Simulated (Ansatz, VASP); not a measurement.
## One calculation of TiTe2, two programs

INCAR

```
PREC = Accurate ; ENCUT = 520
EDIFF = 1E-6 ; ISMEAR = -1
SIGMA = 0.02 ; LREAL = False
LASPH = True ; NELM = 80
ALGO = Normal ; ISIF = 2
LWAVE = False ; LCHARG = False
GGA = PE ; NBANDS = 19
```

KPOINTS

```
regular mesh
0
Gamma
  6 6 6
```

POSCAR

```
TiTe2
1.0
    0.0000000000      3.4401227511      3.4401227511
    3.4401227511      0.0000000000      3.4401227511
    3.4401227511      3.4401227511      0.0000000000
Ti Te
1 2
Direct
    0.0000000000      0.0000000000      0.0000000000
    0.2500000000      0.2500000000      0.2500000000
    0.7500000000      0.7500000000      0.7500000000
```

Input for Ansatz:

```yaml
crystal:
  lattice:
    - [0.0, 3.4401227511, 3.4401227511]
    - [3.4401227511, 0.0, 3.4401227511]
    - [3.4401227511, 3.4401227511, 0.0]
  atoms:
    - { symbol: Ti, position: [0.0, 0.0, 0.0] }
    - { symbol: Te, position: [0.25, 0.25, 0.25] }
    - { symbol: Te, position: [0.75, 0.75, 0.75] }
kpoints:
  mp_grid: { grid: [6, 6, 6] }
  band_path:
    path:
      - [[0.0, 0.0, 0.0], [0.5, 3.888044861797e-35, 0.5], [0.625, 0.25, 0.625]]
      - [[0.375, 0.375, 0.75], [0.0, 0.0, 0.0], [0.5, 0.5, 0.5], [0.5, 0.25, 0.75], [0.5, 3.888044861797e-35, 0.5]]
    npoints: 10
hamiltonian:
  xc: pbe
scf:
  occupations: { method: fermi_dirac, width: 0.02 }
  n_extra_bands: 4
output:
  forces: true
  stress: true
  eigenvalues: true
  write_density: true
  write_potential: true
  elf: true
  volumetric_format: npy
```

Alike in both runs: task single point; functional PBE; k mesh 6 × 6 × 6; occupations fermi-dirac, width 0.02 eV; no spin polarisation.

```csv
,VASP,Ansatz
version,VASP 6.6.1,Ansatz 0.2.0
potentials or method,"VASP PAW PBE potentials, release 64 (Ti_sv, Te)","plane waves, PAW"
plane-wave cutoff (eV),520,420
valence electrons in the cell,24,44
```

```csv
,VASP,Ansatz,Ansatz less VASP
pressure (GPa),-0.2,-0.2,-0.02
```

With one functional, cell and mesh, what is left measures potentials, basis and numerics. VASP's potentials hold 24 valence electrons a cell and Ansatz's 44, so a difference there can come from the potentials and not from the codes.

Spin-orbit coupling is off throughout.
